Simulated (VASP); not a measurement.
The system is Li2Se.

```
CELL_PARAMETERS angstrom
0.00000 2.99352 2.99352
2.99352 0.00000 2.99352
2.99352 2.99352 0.00000
ATOMIC_POSITIONS crystal
Se 0.00000 0.00000 0.00000
Li 0.25000 0.25000 0.25000
Li 0.75000 0.75000 0.75000
```

Base run:

* Program: VASP 6.6.1
* Functional: r2SCAN
* Potentials or basis: VASP PAW PBE potentials, release 64 (Se, Li_sv)
* Cutoff: 830 eV
* k mesh: 8 × 8 × 8
* Occupations: gaussian, width 0.01 eV
* Spin: no spin polarisation

Its results: band gap on the k mesh 3.46 eV (least direct gap 4.18 eV); pressure -0.2 GPa.

The run is repeated on the same cell with these changes: functional from r2SCAN to PBE0; cutoff from 830 eV to 650 eV; k mesh from 8 × 8 × 8 to 6 × 6 × 6. What comes out?

Band gap on the k mesh 4.50 eV (least direct gap 5.06 eV); pressure -0.6 GPa.

Several settings changed at once.

Caveats: the structure was generated, so it needn't be the stable form of Li2Se; the PAW data sets were made with another functional, which shifts forces and pressure a little.

A k mesh can miss the band edges.
